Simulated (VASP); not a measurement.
Input of a VASP 6.6.1 run:

INCAR

```
SYSTEM = ZnS
PREC = Accurate
ENCUT = 520
EDIFF = 1E-6
ISMEAR = 0
SIGMA = 0.02
LREAL = .False.
LASPH = .True.
NELM = 80
ALGO = Normal
ISIF = 2
LWAVE = .False.
LCHARG = .False.
GGA = PE
NBANDS = 26
```

File KPOINTS:

```
regular mesh
0
Gamma
  12 12 6
  0 0 0
```

File POSCAR:

```
ZnS
1.0
    3.8838143088      0.0000000000      0.0000000000
   -1.9419071544      3.3634818550      0.0000000000
    0.0000000000      0.0000000000      6.3666692572
Zn S
2 2
Direct
    0.3333333333      0.6666666667      0.0052037217
    0.6666666667      0.3333333333      0.5052037217
    0.3333333333      0.6666666667      0.3797962683
    0.6666666667      0.3333333333      0.8797962683
```

Potentials or basis: VASP PAW PBE potentials, release 64 (Zn, S).

The run is started by

```bash
$ cat potpaw_PBE.64/Zn/POTCAR potpaw_PBE.64/S/POTCAR > POTCAR
$ mpirun -np 1 vasp_std > vasp.out
```

Predict the band gap on the k mesh.

1.95 eV, direct.

What does it give for the pressure?

-1.8 GPa.

What does it give for the largest force?

0.005 eV/Å.

Forces in eV/Å, atoms in the order of the input:
```
Zn   0.000  0.000 -0.005
Zn   0.000  0.000 -0.005
S    0.000  0.000  0.005
S    0.000  0.000  0.005
```

 A k mesh can miss the band edges.
